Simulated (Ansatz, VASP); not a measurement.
Two plane-wave programs on KF

```
CELL_PARAMETERS angstrom
3.73172 0.00000 0.00000
-1.86586 3.23176 0.00000
0.00000 0.00000 6.60588
ATOMIC_POSITIONS crystal
K 0.00000 0.00000 0.00000
K 0.00000 0.00000 0.50000
F 0.33333 0.66667 0.25000
F 0.66667 0.33333 0.75000
```

Alike in both runs: task single point; functional r2SCAN; k mesh 6 × 6 × 4; no spin polarisation.

|  | VASP | Ansatz |
| --- | --- | --- |
| version | VASP 6.6.1 | Ansatz 0.2.0 |
| potentials or method | VASP PAW PBE potentials, release 64 (K_sv, F) | plane waves, PAW |
| plane-wave cutoff (eV) | 520 | 500 |
| occupations | gaussian, width 0.01 eV | fixed |
| valence electrons in the cell | 32 | 32 |

|  | VASP | Ansatz | Ansatz less VASP |
| --- | --- | --- | --- |
| gap on the k mesh at the Fermi level (eV) | 6.57 | 6.57 | +0.001 |
| pressure (GPa) | -1.8 | -1.8 | +0.06 |
| traceless stress, the component that is largest in VASP (GPa) | -0.21 | -0.23 | -0.020 |

VASP's potentials were made for PBE, not for r2SCAN.
